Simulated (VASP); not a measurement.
A run of VASP 6.6.1 is set up as follows.

File INCAR:

```
SYSTEM = Hf2Ge3
PREC = Accurate ; ENCUT = 600
EDIFF = 1E-7 ; ISMEAR = 0
SIGMA = 0.1 ; LREAL = .FALSE.
LASPH = .TRUE. ; NELM = 60
ALGO = Normal ; ISIF = 3
LWAVE = .FALSE. ; LCHARG = .FALSE.
GGA = PE ; IBRION = 2
NSW = 90 ; EDIFFG = -0.04
```

File KPOINTS:

```
Automatic mesh
0
G
  6 6 4
  0 0 0
```

The input POSCAR:

```
Hf2Ge3
1.0
    4.0294786200      0.0000000000      0.0000000000
   -2.0147393100      3.4896308400      0.0000000000
    0.0000000000      0.0000000000      6.3065522700
Hf Ge
2 3
Direct
    0.3333333300      0.6666666700      0.2500000000
    0.6666666700      0.3333333300      0.7500000000
    0.2499999900      0.2499999900      0.0000000000
    0.7500000100      0.0000000000      0.0000000000
    0.0000000000      0.7500000100      0.0000000000
```

Potentials or basis: VASP PAW PBE potentials, release 64 (Hf_pv, Ge_d).

The run is started by

```bash
$ cat potpaw_PBE.64/Hf_pv/POTCAR potpaw_PBE.64/Ge_d/POTCAR > POTCAR
$ mpirun -np 1 vasp_std > vasp.out
```

(1) Estimate the space group after relaxing (to 0.1 Å).

(2) What does it give for the band gap on the k mesh?

Answers

(1) P6/mmm (No. 191).

(2) zero (bands 31 and 32 overlap by 1.04 eV).

Caveat: spin-orbit coupling is left out, which moves the levels of the heavy elements.
